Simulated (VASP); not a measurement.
# WSe2 in VASP: single point with PBE

Aim: the single point of WSe2 with PBE.

All numbers are computed with VASP 6.6.1; they aren't measurements. Logs are shortened: lines on timing, memory, paths and dates and some standing lists are left out, and cuts for length are marked.

## (1) The cell of the first run

The cell holds a slab with vacuum, 12 atoms: a = 3.321 Å, b = 3.321 Å, c = 38.770 Å, α = 90.00°, β = 90.00°, γ = 120.00°.

## (2) Single point, PBE

INCAR reads:

```
SYSTEM = WSe2
PREC = Accurate ; ENCUT = 520
EDIFF = 1E-6 ; ISMEAR = 0
SIGMA = 0.05 ; LREAL = .FALSE.
LASPH = .TRUE. ; NELM = 100
ALGO = Normal ; ISIF = 2
LWAVE = .FALSE. ; LCHARG = .FALSE.
GGA = PE ; NBANDS = 64
```

KPOINTS reads:

```
regular mesh
0
G
  12 12 1
  0 0 0
```

POSCAR reads:

```
WSe2
1.0
    3.3206779314      0.0000000000      0.0000000000
   -1.6603389657      2.8757914463      0.0000000000
    0.0000000000      0.0000000000     38.7701078913
W Se
4 8
Direct
    0.6666666667      0.3333333333      0.9017078408
    0.6666666667      0.3333333333      0.2946354236
    0.3333333333      0.6666666667      0.7053645764
    0.3333333333      0.6666666667      0.0982921592
    0.3333333333      0.6666666667      0.9449957770
    0.3333333333      0.6666666667      0.3379184716
    0.6666666667      0.3333333333      0.7486532095
    0.6666666667      0.3333333333      0.1415801562
    0.3333333333      0.6666666667      0.8584198438
    0.3333333333      0.6666666667      0.2513467905
    0.6666666667      0.3333333333      0.6620815284
    0.6666666667      0.3333333333      0.0550042230
```

Potentials or basis: VASP PAW PBE potentials, release 64 (W_sv, Se).

Run with:

```console
$ cat potpaw_PBE.64/W_sv/POTCAR potpaw_PBE.64/Se/POTCAR > POTCAR
$ mpirun -np 1 vasp_std > vasp.out
```

OUTCAR:

```text
SYSTEM = WSe2
   PREC = Accurate
   ENCUT = 520
   EDIFF = 1E-6
   ISMEAR = 0
   LREAL = .FALSE.
   LASPH = .TRUE.
   NELM = 100
   ISIF = 2
   GGA = PE

 ion  position               nearest neighbor table
   1  0.667  0.333  0.902-   5 2.55   5 2.55   5 2.55   9 2.55   9 2.55   9 2.55
   2  0.667  0.333  0.295-   6 2.55   6 2.55   6 2.55  10 2.55  10 2.55  10 2.55
   3  0.333  0.667  0.705-  11 2.55  11 2.55  11 2.55   7 2.55   7 2.55   7 2.55
   4  0.333  0.667  0.098-  12 2.55  12 2.55  12 2.55   8 2.55   8 2.55   8 2.55
   5  0.333  0.667  0.945-   1 2.55   1 2.55   1 2.55
   6  0.333  0.667  0.338-   2 2.55   2 2.55   2 2.55
   7  0.667  0.333  0.749-   3 2.55   3 2.55   3 2.55
   8  0.667  0.333  0.142-   4 2.55   4 2.55   4 2.55
   9  0.333  0.667  0.858-   1 2.55   1 2.55   1 2.55
  10  0.333  0.667  0.251-   2 2.55   2 2.55   2 2.55
  11  0.667  0.333  0.662-   3 2.55   3 2.55   3 2.55
  12  0.667  0.333  0.055-   4 2.55   4 2.55   4 2.55

  LATTYP: Found a hexagonal cell.
 ALAT       =     3.3206779314
 C/A-ratio  =    11.6753592767

  Lattice vectors:

 A1 = (   3.3206779314,   0.0000000000,   0.0000000000)
 A2 = (  -1.6603389657,   2.8757914463,   0.0000000000)
 A3 = (   0.0000000000,   0.0000000000,  38.7701078913)

Analysis of symmetry for initial positions (statically):
=====================================================================
 Subroutine PRICEL returns:
 Original cell was already a primitive cell.

 Routine SETGRP: Setting up the symmetry group for a
 hexagonal supercell.

 Subroutine GETGRP returns: Found 12 space group operations
 (whereof 12 operations were pure point group operations)
 out of a pool of 24 trial point group operations.

The static configuration has the point symmetry D_3d.

Analysis of symmetry for dynamics (positions and initial velocities):
=====================================================================
 Subroutine PRICEL returns:
 Original cell was already a primitive cell.

 Routine SETGRP: Setting up the symmetry group for a
 hexagonal supercell.

 Subroutine GETGRP returns: Found 12 space group operations
 (whereof 12 operations were pure point group operations)
 out of a pool of 24 trial point group operations.

The dynamic configuration has the point symmetry D_3d.

 Subroutine INISYM returns: Found 12 space group operations
 (whereof 12 operations are pure point group operations),
 and found     1 'primitive' translations

----------------------------------------------------------------------------------------

                                     Primitive cell

  volume of cell :     370.2381

  direct lattice vectors                    reciprocal lattice vectors
     3.320677931  0.000000000  0.000000000     0.301143327  0.173865181  0.000000000
    -1.660338966  2.875791446  0.000000000     0.000000000  0.347730362  0.000000000
     0.000000000  0.000000000 38.770107891     0.000000000  0.000000000  0.025793067

  length of vectors
     3.320677931  3.320677931 38.770107891     0.347730362  0.347730362  0.025793067

  position of ions in fractional coordinates (direct lattice)
     0.666666667  0.333333333  0.901707841
     0.666666667  0.333333333  0.294635424
     0.333333333  0.666666667  0.705364576
     0.333333333  0.666666667  0.098292159
     0.333333333  0.666666667  0.944995777
     0.333333333  0.666666667  0.337918472
     0.666666667  0.333333333  0.748653209
     0.666666667  0.333333333  0.141580156
     0.333333333  0.666666667  0.858419844
     0.333333333  0.666666667  0.251346791
     0.666666667  0.333333333  0.662081528
     0.666666667  0.333333333  0.055004223

  ion indices of the primitive-cell ions
   primitive index   ion index
                 1           1
                 2           2
                 3           3
                 4           4
                 5           5
                 6           6
                 7           7
                 8           8
                 9           9
                10          10
                11          11
                12          12

----------------------------------------------------------------------------------------

 KPOINTS: regular mesh

Automatic generation of k-mesh.
 Grid dimensions read from file:
 generate k-points for:   12   12    1

 Generating k-lattice:

  Cartesian coordinates                     Fractional coordinates (reciprocal lattice)
     0.025095277  0.014488765  0.000000000     0.083333333  0.000000000  0.000000000
     0.000000000  0.028977530  0.000000000     0.000000000  0.083333333  0.000000000
     0.000000000  0.000000000  0.025793067     0.000000000  0.000000000  1.000000000

  Length of vectors
     0.028977530  0.028977530  0.025793067

  Shift w.r.t. Gamma in fractional coordinates (k-lattice)
     0.000000000  0.000000000  0.000000000

 Subroutine IBZKPT returns following result:
 ===========================================

 Found     19 irreducible k-points:

 Following reciprocal coordinates:
            Coordinates               Weight
  0.000000  0.000000  0.000000      1.000000
  0.083333  0.000000  0.000000      6.000000
  0.166667  0.000000  0.000000      6.000000
  0.250000  0.000000  0.000000      6.000000
  0.333333  0.000000  0.000000      6.000000
  0.416667  0.000000  0.000000      6.000000
[... 11 lines left out ...]
  0.333333  0.250000  0.000000     12.000000
  0.333333  0.333333  0.000000      2.000000
   k-points           NKPTS =     19   k-points in BZ     NKDIM =     19   number of bands    NBANDS=     64
   number of dos      NEDOS =    301   number of ions     NIONS =     12
   total plane-waves  NPLWV = 225792
   dimension x,y,z NGX =    28 NGY =   28 NGZ =  288
   dimension x,y,z NGXF=    56 NGYF=   56 NGZF=  576
   ions per type =               4   8
   NGX,Y,Z   is equivalent  to a cutoff of  14.02, 14.02, 12.35 a.u.
   NGXF,Y,Z  is equivalent  to a cutoff of  28.04, 28.04, 24.70 a.u.
 SYSTEM =  WSe2
   PREC   = accura    normal or accurate (medium, high low for compatibility)
   ISTART =      0    job   : 0-new  1-cont  2-samecut
   ICHARG =      2    charge: 1-file 2-atom 10-const
   ISPIN  =      1    spin polarized calculation?
   LNONCOLLINEAR =      F non collinear calculations
   LSORBIT =      F    spin-orbit coupling
   LASPH  =      T    aspherical Exc in radial PAW
   ENCUT  =  520.0 eV  38.22 Ry    6.18 a.u.   6.17  6.17 72.09*2*pi/ulx,y,z
   NELM   =    100;   NELMIN=  2; NELMDL= -5     # of ELM steps
   EDIFF  = 0.1E-05   stopping-criterion for ELM
   LREAL  =      F    real-space projection
   EDIFFG = 0.1E-04   stopping-criterion for IOM
   NSW    =      0    number of steps for IOM
   IBRION =     -1    ionic relax: 0-MD 1-quasi-New 2-CG
   NFREE  =      0    steps in history (QN), initial steepest desc. (CG)
   ISIF   =      2    stress and relaxation
   ISYM   =      2    0-nonsym 1-usesym 2-fastsym
   POTIM  = 0.5000    time-step for ionic-motion
   TEBEG  =    0.0;   TEEND  =   0.0 temperature during run
   PSTRESS=    0.0 pullay stress
   NELECT =     104.0000    total number of electrons
   NUPDOWN=      -1.0000    fix difference up-down
   EMIN   =  10.00;   EMAX   =-10.00  energy-range for DOS
   EFERMI =   0.00;   METHOD = LEGACY
   ISMEAR =     0;   SIGMA  =   0.05  broadening in eV -4-tet -1-fermi 0-gaus
   EFERMI_NEDOS =   21; number of points for ismear=-14 and -15
   IALGO  =     38    algorithm
   IMIX   =      4    mixing-type and parameters
     AMIX     =   0.40;   BMIX     =  1.00
     AMIX_MAG =   1.60;   BMIX_MAG =  1.00
  volume/ion in A,a.u.               =      30.85       208.21
  Fermi-wavevector in a.u.,A,eV,Ry     =   1.072158  2.026085 15.640214  1.149523
  Thomas-Fermi vector in A             =   2.207920
   LORBIT       =      0    0 simple, 1 ext, 2 COOP (PROOUT), +10 PAW based schemes
   GGA     = PE    functional components
   LHFCALC =     F    Hartree Fock is set to
   AEXX    =    0.0000 exact exchange contribution
   IVDW    =     0    specifies the selected vdW correction
   LEPSILON=     F    determine dielectric tensor
   LRPA    =     F    only Hartree local field effects (RPA)
 non-spin polarized calculation
 Gauss-broadening in eV      SIGMA  =   0.05
  energy-cutoff  :      520.00
  volume of cell :      370.24
 maximum number of plane-waves:     10020
 NGX is ok and might be reduce to    28
   NGX = 13   NGY = 13   NGZ =145

 number of electron     104.0000002 magnetization

 Free energy of the ion-electron system (eV)
  ---------------------------------------------------
  ext. energy  EPLUGINS =         0.00000000
  ---------------------------------------------------
  free energy    TOTEN  =       -86.50865533 eV

  energy without entropy =      -86.50865533  energy(sigma->0) =      -86.50865533

 E-fermi :   2.5643     XC(G=0):  -7.6694

 val. band max:        2.1872514632   @ k =   0.3333   0.3333   0.0000
 cond. band min:       3.6993279558   @ k =   0.1667   0.1667   0.0000
 fundamental gap:      1.5120764927
 Fermi energy:         2.5643022223

 k-point     1 :       0.0000    0.0000    0.0000
  band No.  band energies     occupation
      1     -71.9116      2.00000
      2     -71.9116      2.00000
      3     -71.9114      2.00000
      4     -71.9114      2.00000
      5     -36.1305      2.00000
      6     -36.1305      2.00000
[... 56 lines left out ...]
     63       5.2364      0.00000
     64       5.2407      0.00000

 k-point     2 :       0.0833    0.0000    0.0000
  band No.  band energies     occupation
      1     -71.9110      2.00000
      2     -71.9110      2.00000
      3     -71.9108      2.00000
      4     -71.9108      2.00000
      5     -36.1279      2.00000
      6     -36.1279      2.00000
[... 56 lines left out ...]
     63       5.1134      0.00000
     64       5.1540      0.00000

 k-point     3 :       0.1667    0.0000    0.0000
  band No.  band energies     occupation
      1     -71.9094      2.00000
      2     -71.9094      2.00000
      3     -71.9091      2.00000
      4     -71.9091      2.00000
      5     -36.1206      2.00000
      6     -36.1206      2.00000
[... 1061 lines left out ...]
     63       5.3603      0.00000
     64       5.3874      0.00000

 k-point    19 :       0.3333    0.3333    0.0000
  band No.  band energies     occupation
      1     -71.9016      2.00000
      2     -71.9016      2.00000
      3     -71.9014      2.00000
      4     -71.9014      2.00000
      5     -36.1843      2.00000
      6     -36.1843      2.00000
[... 56 lines left out ...]
     63       5.6095      0.00000
     64       5.6095      0.00000

------------------------ aborting loop because EDIFF is reached ----------------------------------------

  FORCE on cell =-STRESS in cart. coord.  units (eV):
  Direction    XX          YY          ZZ          XY          YZ          ZX
  --------------------------------------------------------------------------------------
  -------------------------------------------------------------------------------------
  Total        0.3787706      0.3787706      0.5494028      0.0000000     -0.0000000      0.0000000
  in kB        1.6391011      1.6391011      2.3774986      0.0000000     -0.0000000      0.0000000
  external PRESSURE =       1.8852336 kB  Pullay stress =       0.0000000 kB

 VOLUME and BASIS-vectors are now :
 -----------------------------------------------------------------------------
  energy-cutoff  :      520.00
  volume of cell :      370.24
      direct lattice vectors                 reciprocal lattice vectors
     3.320677931  0.000000000  0.000000000     0.301143327  0.173865181  0.000000000
    -1.660338966  2.875791446  0.000000000     0.000000000  0.347730362  0.000000000
     0.000000000  0.000000000 38.770107891     0.000000000  0.000000000  0.025793067

 POSITION                                       TOTAL-FORCE (eV/Angst)
 -----------------------------------------------------------------------------------
      1.66034      0.95860     34.95931         0.000000     -0.000000      0.000111
      1.66034      0.95860     11.42305        -0.000000      0.000000      0.000107
     -0.00000      1.91719     27.34706         0.000000     -0.000000     -0.000107
     -0.00000      1.91719      3.81080        -0.000000      0.000000     -0.000111
     -0.00000      1.91719     36.63759        -0.000000      0.000000      0.043688
     -0.00000      1.91719     13.10114        -0.000000     -0.000000      0.044210
      1.66034      0.95860     29.02537        -0.000000      0.000000      0.043603
      1.66034      0.95860      5.48908        -0.000000      0.000000      0.043667
     -0.00000      1.91719     33.28103        -0.000000     -0.000000     -0.043667
     -0.00000      1.91719      9.74474        -0.000000     -0.000000     -0.043603
      1.66034      0.95860     25.66897        -0.000000      0.000000     -0.044210
      1.66034      0.95860      2.13252         0.000000     -0.000000     -0.043688
 -----------------------------------------------------------------------------------
    total drift:                                0.000000     -0.000000      0.000000

  FREE ENERGIE OF THE ION-ELECTRON SYSTEM (eV)
  ---------------------------------------------------
  free  energy   TOTEN  =       -86.5086553320 eV

  energy  without entropy=      -86.5086553320  energy(sigma->0) =      -86.50865533
```

It took 11 min on 1 thread of Intel Xeon Platinum 8488C (Sapphire Rapids), shared host; peak memory 0.71 GiB.

Results:

| Property | Result |
| --- | --- |
| Free energy | -86.5087 eV |
| Largest force | 0.044 eV/Å |
| Band gap on the k mesh | 1.51 eV (least direct gap 1.53 eV) |

Forces in eV/Å, atoms in the order of the input:
```
W    0.000  0.000  0.000
W    0.000  0.000  0.000
W    0.000  0.000  0.000
W    0.000  0.000  0.000
Se   0.000  0.000  0.044
Se   0.000  0.000  0.044
Se   0.000  0.000  0.044
Se   0.000  0.000  0.044
Se   0.000  0.000 -0.044
Se   0.000  0.000 -0.044
Se   0.000  0.000 -0.044
Se   0.000  0.000 -0.044
```

Caveat: there is no dipole correction, which matters where the two faces differ; spin-orbit coupling is left out, which moves the levels of the heavy elements.
